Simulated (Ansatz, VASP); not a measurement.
One calculation of SiMo3, two programs

```
CELL_PARAMETERS angstrom
3.58659 0.00000 0.00000
0.00000 3.58659 0.00000
0.00000 0.00000 5.27314
ATOMIC_POSITIONS crystal
Si 0.00000 0.00000 0.50000
Mo 0.00000 0.00000 0.00000
Mo 0.50000 0.50000 0.50000
Mo 0.50000 0.50000 0.00000
```

Alike in both runs: functional PBE; k mesh 14 × 14 × 10; occupations gaussian, width 0.1 eV; no spin polarisation.

Ansatz relaxed the structure, and its values are those at the end. VASP's run is a single point on that final structure, the one shown.

|  | VASP | Ansatz |
| --- | --- | --- |
| version | VASP 6.6.1 | Ansatz 0.2.0 |
| potentials or method | VASP PAW PBE potentials, release 64 (Si, Mo_sv), cutoff 520 eV | scalar-relativistic, plane waves, PAW |
| valence electrons in the cell | 46 | 46 |

Ansatz gave:

- gap on the k mesh at the Fermi level (eV): none
- pressure (GPa): 0.0

Estimate VASP's values.

gap on the k mesh at the Fermi level (eV): none; pressure (GPa): 0.3.

A gap of «none» marks a metal or a gap that the smearing closes.
